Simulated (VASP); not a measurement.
# Cu in VASP: further runs, part 2 of 2

VASP 6.6.1. The steps go on from the part before.

### 6 Single point, PBE (volume scaled by 0.98)

Input file INCAR:

```
SYSTEM = Cu
PREC = Accurate
ENCUT = 520
EDIFF = 1E-6
ISMEAR = -1
SIGMA = 0.08
LREAL = .False.
LASPH = .True.
NELM = 60
ALGO = Normal
ISIF = 2
LWAVE = .False.
LCHARG = .True.
GGA = PE
LELF = .True.
LVHAR = .True.
NBANDS = 12
```

Input file KPOINTS:

```
regular mesh
0
Gamma
  19 19 19
  0 0 0
```

Input file POSCAR:

```
Cu
1.0
    0.0000000000      1.7953687620      1.7953687620
    1.7953687620      0.0000000000      1.7953687620
    1.7953687620      1.7953687620      0.0000000000
Cu
1
Direct
    0.0000000000      0.0000000000      0.0000000000
```

Potentials or basis: VASP PAW PBE potentials, release 64 (Cu).

Run with:

```
$ cat potpaw_PBE.64/Cu/POTCAR > POTCAR
$ mpirun -np 1 vasp_std > vasp.out
```

OUTCAR:

```text
SYSTEM = Cu
   PREC = Accurate
   ENCUT = 520
   EDIFF = 1E-6
   ISMEAR = -1
   LREAL = .False.
   LASPH = .True.
   NELM = 60
   ISIF = 2
   GGA = PE

 ion  position               nearest neighbor table
   1  0.000  0.000  0.000-

  LATTYP: Found a face centered cubic cell.
 ALAT       =     3.5907375240

  Lattice vectors:

 A1 = (   0.0000000000,   1.7953687620,   1.7953687620)
 A2 = (   1.7953687620,   0.0000000000,   1.7953687620)
 A3 = (   1.7953687620,   1.7953687620,   0.0000000000)

Analysis of symmetry for initial positions (statically):
=====================================================================
 Subroutine PRICEL returns:
 Original cell was already a primitive cell.

 Routine SETGRP: Setting up the symmetry group for a
 face centered cubic supercell.

 Subroutine GETGRP returns: Found 48 space group operations
 (whereof 48 operations were pure point group operations)
 out of a pool of 48 trial point group operations.

The static configuration has the point symmetry O_h .

Analysis of symmetry for dynamics (positions and initial velocities):
=====================================================================
 Subroutine PRICEL returns:
 Original cell was already a primitive cell.

 Routine SETGRP: Setting up the symmetry group for a
 face centered cubic supercell.

 Subroutine GETGRP returns: Found 48 space group operations
 (whereof 48 operations were pure point group operations)
 out of a pool of 48 trial point group operations.

The dynamic configuration has the point symmetry O_h .

 Subroutine INISYM returns: Found 48 space group operations
 (whereof 48 operations are pure point group operations),
 and found     1 'primitive' translations

----------------------------------------------------------------------------------------

                                     Primitive cell

  volume of cell :      11.5742

  direct lattice vectors                    reciprocal lattice vectors
     0.000000000  1.795368762  1.795368762    -0.278494319  0.278494319  0.278494319
     1.795368762  0.000000000  1.795368762     0.278494319 -0.278494319  0.278494319
     1.795368762  1.795368762  0.000000000     0.278494319  0.278494319 -0.278494319

  length of vectors
     2.539034853  2.539034853  2.539034853     0.482366309  0.482366309  0.482366309

  position of ions in fractional coordinates (direct lattice)
     0.000000000  0.000000000  0.000000000

  ion indices of the primitive-cell ions
   primitive index   ion index
                 1           1

----------------------------------------------------------------------------------------

 KPOINTS: regular mesh

Automatic generation of k-mesh.
 Grid dimensions read from file:
 generate k-points for:   19   19   19

 Generating k-lattice:

  Cartesian coordinates                     Fractional coordinates (reciprocal lattice)
    -0.014657596  0.014657596  0.014657596     0.052631579  0.000000000  0.000000000
     0.014657596 -0.014657596  0.014657596     0.000000000  0.052631579  0.000000000
     0.014657596  0.014657596 -0.014657596     0.000000000  0.000000000  0.052631579

  Length of vectors
     0.025387700  0.025387700  0.025387700

  Shift w.r.t. Gamma in fractional coordinates (k-lattice)
     0.000000000  0.000000000  0.000000000

 Subroutine IBZKPT returns following result:
 ===========================================

 Found    220 irreducible k-points:

 Following reciprocal coordinates:
            Coordinates               Weight
  0.000000  0.000000  0.000000      1.000000
  0.052632  0.000000  0.000000      8.000000
  0.105263  0.000000  0.000000      8.000000
  0.157895  0.000000  0.000000      8.000000
  0.210526  0.000000  0.000000      8.000000
  0.263158  0.000000  0.000000      8.000000
[... 16 lines left out ...]
 -0.315789  0.052632  0.000000     24.000000
 -0.263158  0.052632  0.000000     24.000000
 [... further k-points ...]
   k-points           NKPTS =    220   k-points in BZ     NKDIM =    220   number of bands    NBANDS=     12
   number of dos      NEDOS =    301   number of ions     NIONS =      1
   total plane-waves  NPLWV =   8000
   dimension x,y,z NGX =    20 NGY =   20 NGZ =   20
   dimension x,y,z NGXF=    40 NGYF=   40 NGZF=   40
   ions per type =               1
   NGX,Y,Z   is equivalent  to a cutoff of  13.10, 13.10, 13.10 a.u.
   NGXF,Y,Z  is equivalent  to a cutoff of  26.19, 26.19, 26.19 a.u.
 SYSTEM =  Cu
   PREC   = accura    normal or accurate (medium, high low for compatibility)
   ISTART =      0    job   : 0-new  1-cont  2-samecut
   ICHARG =      2    charge: 1-file 2-atom 10-const
   ISPIN  =      1    spin polarized calculation?
   LNONCOLLINEAR =      F non collinear calculations
   LSORBIT =      F    spin-orbit coupling
   LASPH  =      T    aspherical Exc in radial PAW
   ENCUT  =  520.0 eV  38.22 Ry    6.18 a.u.   4.72  4.72  4.72*2*pi/ulx,y,z
   NELM   =     60;   NELMIN=  2; NELMDL= -5     # of ELM steps
   EDIFF  = 0.1E-05   stopping-criterion for ELM
   LREAL  =      F    real-space projection
   EDIFFG = 0.1E-04   stopping-criterion for IOM
   NSW    =      0    number of steps for IOM
   IBRION =     -1    ionic relax: 0-MD 1-quasi-New 2-CG
   NFREE  =      0    steps in history (QN), initial steepest desc. (CG)
   ISIF   =      2    stress and relaxation
   ISYM   =      2    0-nonsym 1-usesym 2-fastsym
   POTIM  = 0.5000    time-step for ionic-motion
   TEBEG  =    0.0;   TEEND  =   0.0 temperature during run
   PSTRESS=    0.0 pullay stress
   NELECT =      11.0000    total number of electrons
   NUPDOWN=      -1.0000    fix difference up-down
   EMIN   =  10.00;   EMAX   =-10.00  energy-range for DOS
   EFERMI =   0.00;   METHOD = LEGACY
   ISMEAR =    -1;   SIGMA  =   0.08  broadening in eV -4-tet -1-fermi 0-gaus
   EFERMI_NEDOS =   21; number of points for ismear=-14 and -15
   IALGO  =     38    algorithm
   IMIX   =      4    mixing-type and parameters
     AMIX     =   0.40;   BMIX     =  1.00
     AMIX_MAG =   1.60;   BMIX_MAG =  1.00
  volume/ion in A,a.u.               =      11.57        78.11
  Fermi-wavevector in a.u.,A,eV,Ry     =   1.609566  3.041638 35.248641  2.590702
  Thomas-Fermi vector in A             =   2.705255
   LORBIT       =      0    0 simple, 1 ext, 2 COOP (PROOUT), +10 PAW based schemes
   GGA     = PE    functional components
   LHFCALC =     F    Hartree Fock is set to
   AEXX    =    0.0000 exact exchange contribution
   IVDW    =     0    specifies the selected vdW correction
   LEPSILON=     F    determine dielectric tensor
   LRPA    =     F    only Hartree local field effects (RPA)
 non-spin polarized calculation
  energy-cutoff  :      520.00
  volume of cell :       11.57
 maximum number of plane-waves:       331
   NGX =  9   NGY =  9   NGZ =  9

 number of electron      11.0000008 magnetization

 Free energy of the ion-electron system (eV)
  ---------------------------------------------------
  ext. energy  EPLUGINS =         0.00000000
  ---------------------------------------------------
  free energy    TOTEN  =        -3.72262293 eV

  energy without entropy =       -3.71545344  energy(sigma->0) =       -3.71903819

 E-fermi :   7.8861     XC(G=0): -12.8443

 val. band max:        7.8706957746   @ k =  -0.3684   0.1579   0.0000
 cond. band min:       7.8897650911   @ k =  -0.3684   0.1579   0.0526
 fundamental gap:      0.0190693166
 Fermi energy:         7.8861302284

 k-point     1 :       0.0000    0.0000    0.0000
  band No.  band energies     occupation
      1      -1.6679      2.00000
      2       4.7429      2.00000
      3       4.7429      2.00000
      4       4.7429      2.00000
      5       5.5907      2.00000
      6       5.5907      2.00000
      7      30.5944      0.00000
      8      33.3961      0.00000
      9      33.3961      0.00000
     10      33.3961      0.00000
     11      35.9045      0.00000
     12      35.9045      0.00000

 k-point     2 :       0.0526    0.0000    0.0000
  band No.  band energies     occupation
      1      -1.5654      2.00000
      2       4.7206      2.00000
      3       4.7628      2.00000
      4       4.7628      2.00000
      5       5.5828      2.00000
      6       5.5828      2.00000
      7      30.0566      0.00000
      8      32.0587      0.00000
      9      33.0603      0.00000
     10      33.0604      0.00000
     11      36.3834      0.00000
     12      36.3834      0.00000
[... 316 lines left out ...]
 k-point    24 :      -0.2632    0.0526    0.0000
  band No.  band energies     occupation
      1       1.0387      2.00000
      2       4.4655      2.00000
      3       4.8708      2.00000
      4       4.9104      2.00000
      5       5.6474      2.00000
      6       5.8996      2.00000
      7      19.0465      0.00000
      8      27.9558      0.00000
      9      31.2124      0.00000
     10      32.4581      0.00000
     11      34.6311      0.00000
     12      36.0136      0.00000

 [... further k-points ...]
[... 5 lines left out ...]
  --------------------------------------------------------------------------------------
  -------------------------------------------------------------------------------------
  Total        0.3925766      0.3925766      0.3925766      0.0000000      0.0000000      0.0000000
  in kB       54.3430506     54.3430506     54.3430506      0.0000000      0.0000000      0.0000000
  external PRESSURE =      54.3430506 kB  Pullay stress =       0.0000000 kB

 VOLUME and BASIS-vectors are now :
 -----------------------------------------------------------------------------
  energy-cutoff  :      520.00
  volume of cell :       11.57
      direct lattice vectors                 reciprocal lattice vectors
     0.000000000  1.795368762  1.795368762    -0.278494319  0.278494319  0.278494319
     1.795368762  0.000000000  1.795368762     0.278494319 -0.278494319  0.278494319
     1.795368762  1.795368762  0.000000000     0.278494319  0.278494319 -0.278494319

 POSITION                                       TOTAL-FORCE (eV/Angst)
 -----------------------------------------------------------------------------------
      0.00000      0.00000      0.00000         0.000000      0.000000     -0.000000
 -----------------------------------------------------------------------------------
    total drift:                                0.000000      0.000000      0.000000

  FREE ENERGIE OF THE ION-ELECTRON SYSTEM (eV)
  ---------------------------------------------------
  free  energy   TOTEN  =        -3.7226229312 eV

  energy  without entropy=       -3.7154534433  energy(sigma->0) =       -3.71903819
```

Run time: 18 s. Hardware: 1 thread of Intel Xeon Platinum 8375C at 2.90GHz (Ice Lake), shared host; peak memory 0.14 GiB.

What came out:

* Free energy: -3.7226 eV
* Pressure: 5.4 GPa

Levels at points of the mesh, in eV from the Fermi level:
```
           k point  band 3  band 4  band 5  band 6  band 7  band 8  band 9  band 10
(0.00, 0.00, 0.00)   -3.14   -3.14   -2.30   -2.30   22.71   25.51   25.51    25.51
```

### 7 Overview

```csv
cell,gap on the mesh (eV),pressure (GPa)
"a = 2.543 Å, angles 60.7°, 1 atom",none,2.3
"a = 2.582 Å, angles 58.7°, 1 atom",none,2.5
"a = 2.556, b = 2.556, c = 2.531 Å, angles 60.3, 60.3, 60.7°, 1 atom",none,2.3
"a = 2.504 Å, angles 60.0°, 1 atom",none,13.0
"a = 2.539 Å, angles 60.0°, 1 atom",none,5.4
```

Alike in all rows: task single point; level PBE; potentials or basis VASP PAW PBE potentials, release 64 (Cu); no spin polarisation; k mesh 19 × 19 × 19; cutoff (eV) 520; smearing fermi-dirac 0.08 eV.

Absolute energies hang on the potentials; compare differences alone.
